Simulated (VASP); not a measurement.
# InAs: relaxation of cell and atoms with PBEsol

The system is InAs.

```
CELL_PARAMETERS angstrom
0.00000 3.04387 3.04387
3.04387 0.00000 3.04387
3.04387 3.04387 0.00000
ATOMIC_POSITIONS crystal
In 0.00000 0.00000 0.00000
As 0.75000 0.75000 0.75000
```

```json
{
  "Program": "VASP 6.6.1",
  "Task": "relaxation of cell and atoms",
  "Functional": "PBEsol",
  "Potentials or basis": "VASP PAW PBE potentials, release 64 (In_d, As)",
  "Cutoff": "600 eV",
  "k mesh": "14 × 14 × 14",
  "Occupations": "fermi-dirac, width 0.08 eV",
  "Spin": "no spin polarisation",
  "Target pressure": "1 GPa",
  "Dipole correction": "no",
  "Further INCAR settings": "ALGO = Normal; EDIFF = 1e-07; IBRION = 2; EDIFFG = -0.002; NSW = 100; ISIF = 3"
}
```

* Relaxed volume: 27.76 Å³/atom
* Relaxed cell: a = 4.282 Å, b = 4.282 Å, c = 4.282 Å, α = 60.00°, β = 60.00°, γ = 60.00°
* Space group after relaxing (to 0.1 Å): F-43m (No. 216)
* Energy change on relaxing (the run minimises the enthalpy): +1.5 meV/atom
* Ionic steps: 3
* Pressure after relaxing: 1.0 GPa
* Band gap on the k mesh: zero (filled and empty bands touch)

The path:
| step | energy change (eV) | largest force (eV/Å) | pressure (GPa) | volume (Å³) |
| --- | --- | --- | --- | --- |
| 1 | 0.0000 | 0.0000 | 0.09 | 56.40 |
| 2 | 0.0062 | 0.0000 | 1.48 | 55.10 |
| 3 | 0.0029 | 0.0000 | 1.00 | 55.53 |

Final structure:
```cif
data_structure
_symmetry_space_group_name_H-M 'P 1'
_symmetry_Int_Tables_number 1
_cell_length_a 4.2823
_cell_length_b 4.2823
_cell_length_c 4.2823
_cell_angle_alpha 60.000
_cell_angle_beta 60.000
_cell_angle_gamma 60.000
_cell_volume 55.53
loop_
_atom_site_label
_atom_site_type_symbol
_atom_site_fract_x
_atom_site_fract_y
_atom_site_fract_z
_atom_site_occupancy
In1 In 0.00000 0.00000 0.00000 1
As1 As 0.75000 0.75000 0.75000 1
```

Levels at points of the mesh, in eV from the Fermi level:
```csv
k point,band 7,band 8,band 9,band 10,band 11,band 12
"(0.00, 0.00, 0.00)",-0.54,-0.23,-0.23,-0.23,3.62,3.62
"(0.50, 0.00, 0.00)",-6.02,-1.22,-1.22,0.63,4.39,4.39
"(0.50, 0.50, 0.00)",-6.09,-2.56,-2.56,1.22,1.75,8.82
```

Run time: 4.7 min on 1 thread of Intel Xeon 8259CL, on a shared host, peak memory 0.29 GiB.

Caveat: the cell is relaxed towards a set pressure, so the run minimises the enthalpy, not the energy; semilocal functionals underestimate gaps, and a narrow one can read as zero; the PAW data sets were made with another functional, which shifts forces and pressure a little; spin-orbit coupling is left out, which moves the levels of the heavy elements.
